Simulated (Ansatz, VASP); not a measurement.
**Two plane-wave programs on Co**

Contents of INCAR:

```
PREC = Accurate ; ENCUT = 520
EDIFF = 1E-6 ; ISMEAR = -1
SIGMA = 0.05 ; LREAL = False
LASPH = True ; NELM = 150
ALGO = Normal ; ISIF = 2
LWAVE = False ; LCHARG = True
ISPIN = 2 ; MAGMOM = -1.558 -1.558
LORBIT = 11 ; LMAXMIX = 4
LELF = True ; LVHAR = True
NBANDS = 20
```

The input KPOINTS:

```
Automatic mesh
0
Gamma
  24 24 13
```

File POSCAR:

```
Co
1.0
    2.4904741665      0.0000000000      0.0000000000
   -1.2452370832      2.1568138957      0.0000000000
    0.0000000000      0.0000000000      4.0249495624
Co
2
Direct
    0.3333333333      0.6666666667      0.2500000000
    0.6666666667      0.3333333333      0.7500000000
```

Input for Ansatz:

```yaml
crystal:
  lattice:
    - [2.4904582124, 0.0, 0.0]
    - [-1.2452291062, 2.156800079, 0.0]
    - [0.0, 0.0, 4.0249911823]
  atoms:
    - { symbol: Co, position: [0.3333333333, 0.6666666667, 0.25], spin: -1.558 }
    - { symbol: Co, position: [0.6666666667, 0.3333333333, 0.75], spin: -1.558 }
hamiltonian:
  xc: lda
  pseudopotentials:
    kind: paw
    azcp:
      Co: "pseudopotentials/Co.paw.azcp"
basis:
  ecutwfc: 420
  fft_grid_basis: typed
kpoints:
  mp_grid: { grid: [24, 24, 13], shift: [0, 0, 0] }
magnetization:
  spin_polarized: true
scf:
  occupations: { method: fermi_dirac, width: 0.05 }
output:
  stress: true
```

Alike in both runs: task single point; functional LDA; k mesh 24 × 24 × 13; occupations fermi-dirac, width 0.05 eV; collinear spin.

|  | VASP | Ansatz |
| --- | --- | --- |
| version | VASP 6.6.1 | Ansatz 0.2.0 |
| potentials or method | VASP PAW LDA potentials, release 64 (Co), cutoff 520 eV | plane waves (420 eV) with PAW, scalar-relativistic |
| valence electrons in the cell | 18 | 34 |

```csv
,VASP,Ansatz,Ansatz less VASP
pressure (GPa),-18.2,-17.4,+0.82
"traceless stress, the component that is largest in VASP (GPa)",-0.41,-0.32,+0.089
net moment per atom (μB),1.55,1.57,+0.029
size of the moment on the site where the two differ most (μB),1.55,1.63,+0.077
```

Ansatz warns that its potentials were made for another functional, while VASP's fit it. LDA's correlation is that of Perdew and Zunger in VASP and of Perdew and Wang (1992) in Ansatz. Site moments also hang on the region over which each program counts them. VASP's potentials hold 18 valence electrons a cell and Ansatz's 34, so a difference there can come from the potentials and not from the codes.
